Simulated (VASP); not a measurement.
Write the native input for VASP 6.6.1 that does the following.

```yaml
Task: single point
Functional: r2SCAN
Potentials_or_basis: VASP PAW PBE potentials, release 64 (Al, N)
Cutoff: 520 eV
k_mesh: 8 × 8 × 4
Occupations: gaussian, width 0.01 eV
Spin: no spin polarisation
Dipole_correction: no
Further_INCAR_settings: ALGO = Normal; EDIFF = 1e-06; NBANDS = 16
```

The system is AlN.

```
CELL_PARAMETERS angstrom
3.08900 0.00000 0.00000
-1.54450 2.67515 0.00000
0.00000 0.00000 4.94400
ATOMIC_POSITIONS crystal
Al 0.33333 0.66667 0.99902
Al 0.66667 0.33333 0.49902
N 0.33333 0.66667 0.38098
N 0.66667 0.33333 0.88098
```

The input as run:

POSCAR

```
AlN
1.0
    3.0889974029      0.0000000000      0.0000000000
   -1.5444987015      2.6751502232      0.0000000000
    0.0000000000      0.0000000000      4.9440016551
Al N
2 2
Direct
    0.3333333333      0.6666666667     -0.0009813578
    0.6666666667      0.3333333333      0.4990186422
    0.3333333333      0.6666666667      0.3809813578
    0.6666666667      0.3333333333      0.8809813578
```

INCAR.step1

```
  PREC = Accurate
  ENCUT = 520
  ISMEAR = 0
  SIGMA = 0.01
  LREAL = F
  LASPH = T
  NELM = 60
  NBANDS = 16
  GGA = PE
  ALGO = Normal
  EDIFF = 1E-4
  LWAVE = T
  LCHARG = F
```

INCAR.step2

```
  PREC = Accurate
  ENCUT = 520
  EDIFF = 1E-6
  ISMEAR = 0
  SIGMA = 0.01
  LREAL = F
  LASPH = T
  NELM = 60
  ALGO = Normal
  ISIF = 2
  LWAVE = F
  LCHARG = T
  METAGGA = R2SCAN
  LMIXTAU = T
  LELF = T
  LVHAR = T
  NBANDS = 16
  ISTART = 1
```

KPOINTS

```
Automatic mesh
0
Gamma
  8 8 4
```

Potentials or basis: VASP PAW PBE potentials, release 64 (Al, N).

The run is started by

```bash
$ cat potpaw_PBE.64/Al/POTCAR potpaw_PBE.64/N/POTCAR > POTCAR
$ cp INCAR.step1 INCAR
$ mpirun -np 1 vasp_std > vasp.out
$ cp INCAR.step2 INCAR
$ mpirun -np 1 vasp_std > vasp.out
```

Results of the run:

The pressure is 3.6 GPa and the band gap on the k mesh is 5.08 eV, direct.

Caveat: the PAW data sets were made with another functional, which shifts forces and pressure a little.

Run time: 56 s on 1 thread of Intel(R) Xeon(R) Platinum 8375C CPU @ 2.90GHz (Ice Lake) (shared host), peak memory 0.17 GiB.
